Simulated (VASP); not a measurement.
Runs of VASP 6.6.1 on Ge2TeO3. The structure is that of space group P6/mmm (No. 191), or close to it. The cells are those of the table. The cell was generated, and may not be a known phase.

```csv
task,cell,k mesh,cutoff (eV),gap on the mesh (eV),pressure (GPa)
single point,"a = 4.436, b = 4.436, c = 6.678 Å, angles 90.0, 90.0, 120.0°, 6 atoms",6 × 6 × 4,520,none,(a)
single point,"a = 5.488, b = 5.488, c = 3.823 Å, angles 90.0, 90.0, 120.0°, 6 atoms",12 × 12 × 10,520,none,0.0
single point,"a = 5.515, b = 5.515, c = 3.829 Å, angles 90.0, 90.0, 120.0°, 6 atoms",6 × 6 × 4,520,none,0.1
relaxation of cell and atoms,"relaxed from a = 4.436, b = 4.436, c = 6.678 Å, angles 90.0, 90.0, 120.0°, 6 atoms",6 × 6 × 4,600,none,0.0
```

Alike in all rows: level PBE; potentials or basis VASP PAW PBE potentials, release 64 (Ge_d, Te, O); no spin polarisation; smearing gaussian 0.1 eV.

**Question.** Fill in the values left out.

**Answer.** (a) 10.6.

Caveats: some runs use coarse meshes; spin-orbit coupling is left out, which moves the levels of the heavy elements; the stress differs along the axes, from -13 to 23 GPa (at least some runs); this functional lacks dispersion, which binds layers or chains, so the pressure and a relaxed spacing across them are unreliable (at least some runs); a cell axis changed by over 15 % at a fixed basis, so the end point is rough (at least some runs).

A k mesh can miss the band edges, and the runs leave out spin-orbit coupling on Ge, Te.

A gap of «none» marks levels without a gap at the run's occupations.
